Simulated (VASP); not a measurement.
Cd3Te2Se, 6 atoms in the cell. It takes space group P3m1 (No. 156, trigonal). The conventional cell has a = 4.583 Å, b = 4.583 Å, c = 11.219 Å, α = 90.00°, β = 90.00°, γ = 120.00°. Within 3.7 Å of Cd (site symmetry 3m) lie 4 Te at 2.84 to 2.85 Å. Within 3.5 Å of Cd (site symmetry 3m) lie 1 Se at 2.68 Å and 3 Te at 2.84 Å. Within 3.6 Å of Cd (site symmetry 3m) lie 3 Se at 2.76 Å and 1 Te at 2.87 Å. Te (site symmetry 3m) has 4 Cd at 2.84 to 2.85 Å within 3.7 Å. Within 3.7 Å of Te (site symmetry 3m) lie 4 Cd at 2.84 to 2.87 Å. Within 3.5 Å of Se (site symmetry 3m) lie 4 Cd at 2.68 to 2.76 Å. 

* Program: VASP 6.6.1
* Task: single point
* Functional: PBE
* Potentials or basis: VASP PAW PBE potentials, release 64 (Cd, Te, Se)
* Cutoff: 520 eV
* k mesh: 12 × 12 × 4
* Occupations: gaussian, width 0.01 eV
* Spin: no spin polarisation
* Dipole correction: no
* Further INCAR settings: ALGO = Normal; EDIFF = 1e-07; NBANDS = 36

Potentials or basis: VASP PAW PBE potentials, release 64 (Cd, Te, Se).

Run with:

```console
$ cat potpaw_PBE.64/Cd/POTCAR potpaw_PBE.64/Te/POTCAR potpaw_PBE.64/Se/POTCAR > POTCAR
$ mpirun -np 1 vasp_std > vasp.out
```

Hardware: 1 thread of Oxide Virtual Turin-like Processor, on a shared host.

Q: Estimate the wall time of this run.

A: Wall time 6.3 min on 1 thread of Oxide Virtual Turin-like Processor (shared host), peak memory 0.6 GiB. Counts: scf iterations 16, k points 69.
